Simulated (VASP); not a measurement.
A run of VASP 6.6.1:

File INCAR:

```
SYSTEM = Hf3HN4
ALGO = Normal
DIPOL = 0.5 0.5 0.482
EDIFF = 1E-6
ENCUT = 520
GGA = PS
GGA_COMPAT = .FALSE.
IDIPOL = 3
ISIF = 2
ISMEAR = 0
LASPH = .TRUE.
LCHARG = .TRUE.
LDIPOL = .TRUE.
LELF = .TRUE.
LREAL = .FALSE.
LVACPOTAV = .TRUE.
LVHAR = .TRUE.
LWAVE = .FALSE.
NBANDS = 36
NELM = 120
NELMDL = -8
PREC = Accurate
SIGMA = 0.1
```

File KPOINTS:

```
k-points
0
G
  9 9 1
  0 0 0
```

POSCAR

```
Hf3HN4
1.0
    3.1830776025      0.0000000000      0.0000000000
   -1.5915388012      2.7566260660      0.0000000000
    0.0000000000      0.0000000000     26.7969159377
N Hf H
4 3 1
Direct
    0.3333333333      0.6666666667      0.3172006816
    0.0000000000      0.0000000000      0.4141884090
    0.6666666667      0.3333333333      0.5124530719
    0.3333333333      0.6666666667      0.6047832685
    0.6666666667      0.3333333333      0.3656945453
    0.3333333333      0.6666666667      0.4634124793
    0.0000000000      0.0000000000      0.5631097159
    0.6666666667      0.3333333333      0.6119540731
```

Potentials or basis: VASP PAW PBE potentials, release 64 (N, Hf_pv, H).

Run with:

```sh
$ cat potpaw_PBE.64/N/POTCAR potpaw_PBE.64/Hf_pv/POTCAR potpaw_PBE.64/H/POTCAR > POTCAR
$ mpirun -np 1 vasp_std > vasp.out
```

Hardware: 1 thread of Intel(R) Xeon(R) Platinum 8488C (Sapphire Rapids), on a shared host.

Question: Estimate the wall time of this run.

Answer: Run time: 5 min on 1 thread of Intel(R) Xeon(R) Platinum 8488C (Sapphire Rapids), with other jobs on the host, peak memory 0.37 GiB. Counts: scf iterations 52, k points 12.
